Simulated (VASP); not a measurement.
# IrAu (Pmma) in VASP: relaxation of cell and atoms with PBE

Aim: the relaxation of cell and atoms of IrAu with PBE.

Everything below comes from runs of VASP 6.6.1. Logs are shortened: lines on timing, memory, paths and dates and some standing lists are left out, and cuts for length are marked.

### Step 1. The cell of the first run

Symmetry: Pmma, No. 51, orthorhombic system. The conventional cell has a = 4.801 Å, b = 2.782 Å, c = 4.916 Å, α = 90.00°, β = 90.00°, γ = 90.00°. Within 3.5 Å of Ir (site symmetry mm2) lie 4 Ir at 2.64 to 2.78 Å and 8 Au at 2.76 to 3.06 Å. Au (site symmetry mm2) has 4 Au at 2.71 to 2.78 Å and 8 Ir at 2.76 to 3.06 Å within 3.6 Å.

### Step 2. Relaxation of cell and atoms, PBE

The input, INCAR:

```
SYSTEM = IrAu
ALGO     = Fast           ! electronic algorithm
EDIFF    = 1E-7           ! SCF threshold, eV
EDIFFG   = -0.01          ! ionic threshold
ENCUT    = 600            ! plane-wave cutoff, eV
GGA      = PE             ! functional
IBRION   = 2              ! ionic algorithm
ISIF     = 3              ! what is computed and relaxed
ISMEAR   = 0              ! smearing method
LASPH    = .TRUE.         ! aspherical terms in the spheres
LCHARG   = .FALSE.        ! write CHGCAR
LREAL    = .FALSE.        ! projectors in reciprocal space
LWAVE    = .FALSE.        ! write WAVECAR
NELM     = 60             ! most SCF steps
NSW      = 100            ! ionic steps
PREC     = Accurate       ! precision mode
SIGMA    = 0.1            ! smearing width, eV
```

The input, KPOINTS:

```
k-points
0
G
  10 16 10
  0 0 0
```

The input, POSCAR:

```
IrAu
1.0
    4.8005515941      0.0000000000      0.0000000000
    0.0000000000      2.7819579327      0.0000000000
    0.0000000000      0.0000000000      4.9163270751
Ir Au
2 2
Direct
    0.7500000000      0.0000000000      0.6106830891
    0.2500000000      0.0000000000      0.3893169109
    0.7500000000      0.5000000000      0.1269737935
    0.2500000000      0.5000000000      0.8730262065
```

Potentials or basis: VASP PAW PBE potentials, release 64 (Ir, Au).

Launch:

```console
$ cat potpaw_PBE.64/Ir/POTCAR potpaw_PBE.64/Au/POTCAR > POTCAR
$ mpirun -np 1 vasp_std > vasp.out
```

OUTCAR:

```text
SYSTEM = IrAu
   EDIFF = 1E-7
   EDIFFG = -0.01
   ENCUT = 600
   GGA = PE
   IBRION = 2
   ISIF = 3
   ISMEAR = 0
   LASPH = .TRUE.
   LREAL = .FALSE.
   NELM = 60
   NSW = 100
   PREC = Accurate

 ion  position               nearest neighbor table
   1  0.750  0.000  0.611-   2 2.64   2 2.64   3 2.76   3 2.76   3 2.89   3 2.89   4 3.06   4 3.06
                             4 3.06   4 3.06
   2  0.250  0.000  0.389-   1 2.64   1 2.64   4 2.76   4 2.76   4 2.89   4 2.89   3 3.06   3 3.06
                             3 3.06   3 3.06
   3  0.750  0.500  0.127-   4 2.71   4 2.71   1 2.76   1 2.76   1 2.89   1 2.89   2 3.06   2 3.06
                             2 3.06   2 3.06
   4  0.250  0.500  0.873-   3 2.71   3 2.71   2 2.76   2 2.76   2 2.89   2 2.89   1 3.06   1 3.06
                             1 3.06   1 3.06

  LATTYP: Found a simple orthorhombic cell.
 ALAT       =     2.7819579327
 B/A-ratio  =     1.7256017921
 C/A-ratio  =     1.7672183383

  Lattice vectors:

 A1 = (   0.0000000000,  -2.7819579327,   0.0000000000)
 A2 = (   4.8005515941,   0.0000000000,   0.0000000000)
 A3 = (   0.0000000000,   0.0000000000,   4.9163270751)

Analysis of symmetry for initial positions (statically):
=====================================================================
 Subroutine PRICEL returns:
 Original cell was already a primitive cell.

 Routine SETGRP: Setting up the symmetry group for a
 simple orthorhombic supercell.

 Subroutine GETGRP returns: Found  8 space group operations
 (whereof  4 operations were pure point group operations)
 out of a pool of  8 trial point group operations.

The static configuration has the point symmetry C_2h.
 The point group associated with its full space group is D_2h.

Analysis of symmetry for dynamics (positions and initial velocities):
=====================================================================
 Subroutine PRICEL returns:
 Original cell was already a primitive cell.

 Routine SETGRP: Setting up the symmetry group for a
 simple orthorhombic supercell.

 Subroutine GETGRP returns: Found  8 space group operations
 (whereof  4 operations were pure point group operations)
 out of a pool of  8 trial point group operations.

The dynamic configuration has the point symmetry C_2h.
 The point group associated with its full space group is D_2h.

 Subroutine INISYM returns: Found  8 space group operations
 (whereof  4 operations are pure point group operations),
 and found     1 'primitive' translations

----------------------------------------------------------------------------------------

                                     Primitive cell

  volume of cell :      65.6572

  direct lattice vectors                    reciprocal lattice vectors
     4.800551594  0.000000000  0.000000000     0.208309395  0.000000000  0.000000000
     0.000000000  2.781957933  0.000000000     0.000000000  0.359459066  0.000000000
     0.000000000  0.000000000  4.916327075     0.000000000  0.000000000  0.203403880

  length of vectors
     4.800551594  2.781957933  4.916327075     0.208309395  0.359459066  0.203403880

  position of ions in fractional coordinates (direct lattice)
     0.750000000  0.000000000  0.610683089
     0.250000000  0.000000000  0.389316911
     0.750000000  0.500000000  0.126973793
     0.250000000  0.500000000  0.873026207

  ion indices of the primitive-cell ions
   primitive index   ion index
                 1           1
                 2           2
                 3           3
                 4           4

----------------------------------------------------------------------------------------

 KPOINTS: k-points

Automatic generation of k-mesh.
 Grid dimensions read from file:
 generate k-points for:   10   16   10

 Generating k-lattice:

  Cartesian coordinates                     Fractional coordinates (reciprocal lattice)
     0.020830940  0.000000000  0.000000000     0.100000000  0.000000000  0.000000000
     0.000000000  0.022466192  0.000000000     0.000000000  0.062500000  0.000000000
     0.000000000  0.000000000  0.020340388     0.000000000  0.000000000  0.100000000

  Length of vectors
     0.020830940  0.022466192  0.020340388

  Shift w.r.t. Gamma in fractional coordinates (k-lattice)
     0.000000000  0.000000000  0.000000000

 Subroutine IBZKPT returns following result:
 ===========================================

 Found    324 irreducible k-points:

 Following reciprocal coordinates:
            Coordinates               Weight
  0.000000  0.000000  0.000000      1.000000
  0.100000  0.000000  0.000000      2.000000
  0.200000  0.000000  0.000000      2.000000
  0.300000  0.000000  0.000000      2.000000
  0.400000  0.000000  0.000000      2.000000
  0.500000  0.000000  0.000000      1.000000
[... 16 lines left out ...]
  0.400000  0.187500  0.000000      4.000000
  0.500000  0.187500  0.000000      2.000000
 [... further k-points ...]
   k-points           NKPTS =    324   k-points in BZ     NKDIM =    324   number of bands    NBANDS=     24
   number of dos      NEDOS =    301   number of ions     NIONS =      4
   total plane-waves  NPLWV =  38400
   dimension x,y,z NGX =    40 NGY =   24 NGZ =   40
   dimension x,y,z NGXF=    80 NGYF=   48 NGZF=   80
   ions per type =               2   2
   NGX,Y,Z   is equivalent  to a cutoff of  13.85, 14.34, 13.53 a.u.
   NGXF,Y,Z  is equivalent  to a cutoff of  27.70, 28.68, 27.05 a.u.
 SYSTEM =  IrAu
   PREC   = accura    normal or accurate (medium, high low for compatibility)
   ISTART =      0    job   : 0-new  1-cont  2-samecut
   ICHARG =      2    charge: 1-file 2-atom 10-const
   ISPIN  =      1    spin polarized calculation?
   LNONCOLLINEAR =      F non collinear calculations
   LSORBIT =      F    spin-orbit coupling
   LASPH  =      T    aspherical Exc in radial PAW
   ENCUT  =  600.0 eV  44.10 Ry    6.64 a.u.   9.59  5.56  9.82*2*pi/ulx,y,z
   NELM   =     60;   NELMIN=  2; NELMDL= -5     # of ELM steps
   EDIFF  = 0.1E-06   stopping-criterion for ELM
   LREAL  =      F    real-space projection
   EDIFFG = -.1E-01   stopping-criterion for IOM
   NSW    =    100    number of steps for IOM
   IBRION =      2    ionic relax: 0-MD 1-quasi-New 2-CG
   NFREE  =      1    steps in history (QN), initial steepest desc. (CG)
   ISIF   =      3    stress and relaxation
   ISYM   =      2    0-nonsym 1-usesym 2-fastsym
   POTIM  = 0.5000    time-step for ionic-motion
   TEBEG  =    0.0;   TEEND  =   0.0 temperature during run
   PSTRESS=    0.0 pullay stress
   NELECT =      40.0000    total number of electrons
   NUPDOWN=      -1.0000    fix difference up-down
   EMIN   =  10.00;   EMAX   =-10.00  energy-range for DOS
   EFERMI =   0.00;   METHOD = LEGACY
   ISMEAR =     0;   SIGMA  =   0.10  broadening in eV -4-tet -1-fermi 0-gaus
   EFERMI_NEDOS =   21; number of points for ismear=-14 and -15
   IALGO  =     68    algorithm
   IMIX   =      4    mixing-type and parameters
     AMIX     =   0.40;   BMIX     =  1.00
     AMIX_MAG =   1.60;   BMIX_MAG =  1.00
  volume/ion in A,a.u.               =      16.41       110.77
  Fermi-wavevector in a.u.,A,eV,Ry     =   1.387823  2.622605 26.205529  1.926052
  Thomas-Fermi vector in A             =   2.512007
   LORBIT       =      0    0 simple, 1 ext, 2 COOP (PROOUT), +10 PAW based schemes
   GGA     = PE    functional components
   LHFCALC =     F    Hartree Fock is set to
   AEXX    =    0.0000 exact exchange contribution
   IVDW    =     0    specifies the selected vdW correction
   LEPSILON=     F    determine dielectric tensor
   LRPA    =     F    only Hartree local field effects (RPA)
 conjugate gradient relaxation of ions
 non-spin polarized calculation
 RMM-DIIS sequential band-by-band and
 Gauss-broadening in eV      SIGMA  =   0.10
  energy-cutoff  :      600.00
  volume of cell :       65.66
 maximum number of plane-waves:      2216
 NGX is ok and might be reduce to    40
   NGX = 19   NGY = 11   NGZ = 19

--------------------------------------- Ionic step        1  -------------------------------------------

 number of electron      40.0000000 magnetization

 Free energy of the ion-electron system (eV)
  ---------------------------------------------------
  ext. energy  EPLUGINS =         0.00000000
  ---------------------------------------------------
  free energy    TOTEN  =       -22.33636130 eV

  energy without entropy =      -22.31657727  energy(sigma->0) =      -22.32646928

------------------------ aborting loop because EDIFF is reached ----------------------------------------

  FORCE on cell =-STRESS in cart. coord.  units (eV):
  Direction    XX          YY          ZZ          XY          YZ          ZX
  --------------------------------------------------------------------------------------
  -------------------------------------------------------------------------------------
  Total       -0.1970861     -0.4907476      0.7180602      0.0000000      0.0000000      0.0000000
  in kB       -4.8093241    -11.9752964     17.5222142      0.0000000      0.0000000      0.0000000
  external PRESSURE =       0.2458646 kB  Pullay stress =       0.0000000 kB
[... 289 lines left out ...]
  energy  without entropy=      -22.3237179033  energy(sigma->0) =      -22.33373681

--------------------------------------- Ionic step        9  -------------------------------------------

 number of electron      40.0000005 magnetization

 Free energy of the ion-electron system (eV)
  ---------------------------------------------------
  ext. energy  EPLUGINS =         0.00000000
  ---------------------------------------------------
  free energy    TOTEN  =       -22.34378062 eV

  energy without entropy =      -22.32374394  energy(sigma->0) =      -22.33376228

 E-fermi :   8.9074     XC(G=0): -13.0060

 val. band max:        8.9066103683   @ k =   0.0000   0.1875   0.3000
 cond. band min:       8.9079145924   @ k =   0.1000   0.1875   0.4000
 fundamental gap:      0.0013042241
 Fermi energy:         8.9073845609

 k-point     1 :       0.0000    0.0000    0.0000
  band No.  band energies     occupation
      1      -0.8690      2.00000
      2       1.7771      2.00000
      3       2.1367      2.00000
      4       2.6914      2.00000
      5       3.4573      2.00000
      6       3.8684      2.00000
[... 637 lines left out ...]
     23      12.1999      0.00000
     24      12.1999      0.00000

 [... further k-points ...]

------------------------ aborting loop because EDIFF is reached ----------------------------------------

  FORCE on cell =-STRESS in cart. coord.  units (eV):
  Direction    XX          YY          ZZ          XY          YZ          ZX
  --------------------------------------------------------------------------------------
  -------------------------------------------------------------------------------------
  Total       -0.0034586     -0.0104564     -0.0098443      0.0000000      0.0000000     -0.0000000
  in kB       -0.0843954     -0.2551507     -0.2402130      0.0000000      0.0000000     -0.0000000
  external PRESSURE =      -0.1932530 kB  Pullay stress =       0.0000000 kB
[... 19 lines left out ...]
  FREE ENERGIE OF THE ION-ELECTRON SYSTEM (eV)
  ---------------------------------------------------
  free  energy   TOTEN  =       -22.3437806154 eV

  energy  without entropy=      -22.3237439410  energy(sigma->0) =      -22.33376228

 reached required accuracy - stopping structural energy minimisation
```

It took 55 min on 1 thread of Oxide Virtual Turin-like, shared host; peak memory 0.64 GiB.

Results:

```yaml
Free_energy: -22.3438 eV
Energy_gained_by_relaxing: 1.9 meV/atom
Ionic_steps: 9
Pressure_after_relaxing: 0.0 GPa
Largest_force_after_relaxing: 0.005 eV/Å
Band_gap_on_the_k_mesh: zero (bands 20 and 21 overlap by 1.73 eV)
```

Forces on the atoms (eV/Å):
```
Ir   0.000  0.000  0.003
Ir   0.000  0.000 -0.003
Au   0.000  0.000  0.005
Au   0.000  0.000 -0.005
```

Step by step:
```
step  energy change (eV)  largest force (eV/Å)  pressure (GPa)  volume (Å³)
   1              0.0000                0.0977            0.02        65.66
   2             -0.0062                0.0654           -0.22        65.68
   3             -0.0063                0.0875           -0.25        65.68
   4             -0.0069                0.0172            0.72        65.43
   5             -0.0070                0.0393            0.40        65.51
   6             -0.0073                0.0243           -0.22        65.74
   7             -0.0074                0.0049            0.01        65.65
   8             -0.0074                0.0064           -0.01        65.66
   9             -0.0074                0.0053           -0.02        65.66
```

Final structure:
```xyz
4
Lattice="4.7757 0.0000 0.0000 0.0000 2.7587 0.0000 0.0000 0.0000 4.9838" Properties=species:S:1:pos:R:3 pbc="T T T"
Ir    3.5818    0.0000    3.0448
Ir    1.1939    0.0000    1.9390
Au    3.5818    1.3794    0.6368
Au    1.1939    1.3794    4.3470
```

Levels at points of the mesh, in eV from the Fermi level:
```csv
k point,band 18,band 19,band 20,band 21,band 22,band 23
"(0.00, 0.00, 0.00)",-0.86,-0.51,0.06,0.39,0.63,1.90
"(0.50, 0.00, 0.00)",-0.54,0.01,0.01,0.41,0.41,0.59
"(0.00, 0.50, 0.00)",-0.88,-0.80,0.48,1.56,2.87,5.95
"(0.50, 0.50, 0.00)",-1.22,0.49,0.49,2.06,2.06,3.49
"(0.00, 0.00, 0.50)",-1.86,-1.08,-0.65,-0.60,0.66,3.19
"(0.50, 0.00, 0.50)",-1.54,-0.97,-0.97,0.07,0.07,0.70
"(0.00, 0.50, 0.50)",-0.56,0.19,0.56,0.83,2.47,3.28
"(0.50, 0.50, 0.50)",-0.30,0.41,0.41,2.19,2.19,2.34
```

Caveat: spin-orbit coupling is left out, which moves the levels of the heavy elements.
